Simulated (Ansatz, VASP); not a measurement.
## PbS in VASP and in Ansatz

Contents of INCAR:

```
SYSTEM = PbS
PREC = Accurate
ENCUT = 600
EDIFF = 1E-6
ISMEAR = -1
SIGMA = 0.1
LREAL = .FALSE.
LASPH = .TRUE.
NELM = 100
ALGO = Normal
ISIF = 3
LWAVE = .FALSE.
LCHARG = .FALSE.
IBRION = 2
NSW = 60
EDIFFG = -0.005
```

Contents of KPOINTS:

```
regular mesh
0
G
  12 12 12
  0 0 0
```

The input POSCAR:

```
PbS
1.0
    0.0000000000      3.1072325060      3.1072325060
    3.1072325060      0.0000000000      3.1072325060
    3.1072325060      3.1072325060      0.0000000000
Pb S
1 1
Direct
    0.0000000000      0.0000000000      0.0000000000
    0.2500000000      0.2500000000      0.2500000000
```

Input for Ansatz:

```yaml
crystal:
  lattice:
    - [0.0, 3.107232506, 3.107232506]
    - [3.107232506, 0.0, 3.107232506]
    - [3.107232506, 3.107232506, 0.0]
  atoms:
    - { symbol: Pb, position: [0.0, 0.0, 0.0] }
    - { symbol: S, position: [0.25, 0.25, 0.25] }
kpoints:
  mp_grid: { grid: [12, 12, 12] }
scf:
  occupations: { method: fermi_dirac, width: 0.1 }
hamiltonian:
  xc: lda
  pseudopotentials: { kind: paw }
output:
  forces: true
  stress: true
relax:
  f_tol: 0.005
  max_steps: 40
  cell: {}
```

Alike in both runs: task relaxation of cell and atoms; functional LDA; k mesh 12 × 12 × 12; occupations fermi-dirac, width 0.1 eV; no spin polarisation.

|  | VASP | Ansatz |
| --- | --- | --- |
| version | VASP 6.6.1 | Ansatz 0.2.0 |
| potentials or method | VASP PAW LDA potentials, release 64 (Pb_d, S) | PAW with Ansatz's default frozen-core files, scalar-relativistic |
| plane-wave cutoff (eV) | 600 | 420 |
| valence electrons in the cell | 20 | 20 |

```tsv
	VASP	Ansatz	Ansatz less VASP
relaxed volume (Å³/atom)	33.96	33.91	-0.051
relaxed length of the cell vector where the two differ most in proportion (Å)	4.580	4.578	-0.0023
```

LDA's correlation is that of Perdew and Zunger in VASP and of Perdew and Wang (1992) in Ansatz.

Neither program's run includes spin-orbit coupling.
